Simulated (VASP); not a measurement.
**Cu6Ru5Au9: single point with PBE**

The system is Cu6Ru5Au9.

```xyz
20
Lattice="-5.8711 3.9806 1.9584 5.9243 4.0625 -1.9627 -1.9804 -4.0316 -5.8431" Properties=species:S:1:pos:R:3 pbc="T T T"
Cu    1.9503   -0.0586   -5.8576
Cu    0.1013    4.0802   -3.8712
Cu    2.0475    3.9788   -1.9071
Cu   -3.9603    1.8564   -1.8828
Cu    0.0583    6.0030   -2.0478
Cu   -1.9476    6.0304    0.0179
Ru    0.1804   -2.0867   -5.7254
Ru   -1.8600   -1.9605   -3.9780
Ru   -0.0070   -0.2318   -4.1296
Ru   -3.9756    0.0718   -3.9779
Ru   -2.0717   -0.0007   -5.6338
Au   -0.0814    1.9050   -5.9133
Au    1.9327    2.0492   -4.0218
Au   -1.9877    2.0256   -3.7847
Au   -1.9692   -0.0872   -1.9344
Au    0.1471    2.1664   -1.8710
Au   -1.9382    3.9827   -5.7734
Au   -1.8517    4.1593   -1.9940
Au   -2.0089    1.9583    0.0148
Au   -3.9799    3.9600   -0.1163
```

```json
{
 "Program": "VASP 6.6.1",
 "Task": "single point",
 "Functional": "PBE",
 "Potentials or basis": "VASP PAW PBE potentials, release 64 (Cu, Ru_pv, Au)",
 "Cutoff": "520 eV",
 "k mesh": "2 × 2 × 2, shifted",
 "Occupations": "gaussian, width 0.1 eV",
 "Spin": "no spin polarisation",
 "Dipole correction": "no",
 "Further INCAR settings": "LREAL = Auto; ALGO = Fast; EDIFF = 1e-06; NBANDS = 134; ISYM = 0"
}
```

| Item | Value |
| --- | --- |
| Pressure | -0.2 GPa |
| Largest force | 0.044 eV/Å |
| Band gap on the k mesh | zero (an odd number of electrons rules out a gap without spin polarisation) |

Forces in eV/Å, atoms in the order of the input:
```
Cu   0.010  0.014  0.004
Cu  -0.008 -0.012 -0.003
Cu  -0.004  0.000  0.015
Cu   0.009 -0.007  0.005
Cu   0.005  0.002  0.003
Cu   0.006 -0.001  0.001
Ru  -0.006 -0.034  0.001
Ru  -0.014  0.001 -0.004
Ru   0.000  0.020 -0.011
Ru   0.011  0.009 -0.013
Ru  -0.030  0.019  0.027
Au   0.011  0.020 -0.008
Au  -0.003 -0.013 -0.001
Au   0.005 -0.009 -0.006
Au  -0.002  0.009 -0.008
Au  -0.006 -0.016  0.000
Au   0.010  0.000 -0.007
Au   0.006  0.004 -0.012
Au   0.006  0.006  0.005
Au  -0.007 -0.012  0.011
```

Stress tensor (GPa, compression positive):
```
-0.19  0.02  0.05
 0.02 -0.18 -0.03
 0.05 -0.03 -0.29
```

Levels at points of the mesh, in eV from the Fermi level:
```tsv
k point	band 114	band 115	band 116	band 117	band 118	band 119	band 120	band 121
(0.25, 0.25, 0.25)	-0.46	-0.26	-0.09	-0.01	0.06	0.11	0.46	0.64
```

Wall time 11 min on 1 thread of Intel(R) Xeon(R) Platinum 8259CL CPU @ 2.50GHz (Skylake/Cascade Lake), on a shared host, peak memory 0.49 GiB.

Caveat: the k points lie up to 0.53 Å⁻¹ apart, too coarse for converged energies and pressures of a metal; spin-orbit coupling is left out, which moves the levels of the heavy elements.
